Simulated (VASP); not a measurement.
Set up this calculation in VASP 6.6.1, as the native input.

| Property | Result |
| --- | --- |
| Task | single point |
| Functional | PBEsol |
| Potentials or basis | VASP PAW PBE potentials, release 64 (Ti_sv, C) |
| Cutoff | 520 eV |
| k mesh | 16 × 16 × 16 |
| Occupations | gaussian, width 0.1 eV |
| Spin | no spin polarisation |
| Dipole correction | no |
| Further INCAR settings | ALGO = Normal; EDIFF = 1e-07; NBANDS = 15 |

The structure of TiC lies in POSCAR:

```
TiC
1.0
    0.0000000000      2.1466866640      2.1466866640
    2.1466866640      0.0000000000      2.1466866640
    2.1466866640      2.1466866640      0.0000000000
Ti C
1 1
Direct
    0.0000000000      0.0000000000      0.0000000000
    0.5000000000      0.5000000000      0.5000000000
```

One way to write it, as run:

INCAR

```
ALGO     = Normal         # electronic algorithm
EDIFF    = 1E-7           # SCF threshold, eV
ENCUT    = 520            # plane-wave cutoff, eV
GGA      = PS             # functional
ISIF     = 2              # what is computed and relaxed
ISMEAR   = 0              # smearing method
LASPH    = True           # aspherical terms in the spheres
LCHARG   = True           # write CHGCAR
LELF     = True           # ELF
LREAL    = False          # projectors in reciprocal space
LVHAR    = True         
LWAVE    = False          # write WAVECAR
NBANDS   = 15             # bands
NELM     = 80             # most SCF steps
PREC     = Accurate       # precision mode
SIGMA    = 0.1            # smearing width, eV
```

KPOINTS

```
k-points
0
Gamma
  16 16 16
```

Potentials or basis: VASP PAW PBE potentials, release 64 (Ti_sv, C).

Run with:

```bash
$ cat potpaw_PBE.64/Ti_sv/POTCAR potpaw_PBE.64/C/POTCAR > POTCAR
$ mpirun -np 1 vasp_std > vasp.out
```

It gave:

```
Pressure               : 0.2 GPa
Band gap on the k mesh : zero (band 8 reaches 10.29 eV, above the bottom of band 9 at 9.20 eV)
```

Caveat: the PAW data sets were made with another functional, which shifts forces and pressure a little.

It took 22 s on 1 thread of Intel(R) Xeon(R) Platinum 8559C (Emerald Rapids), with other jobs on the host, peak memory 0.16 GiB.
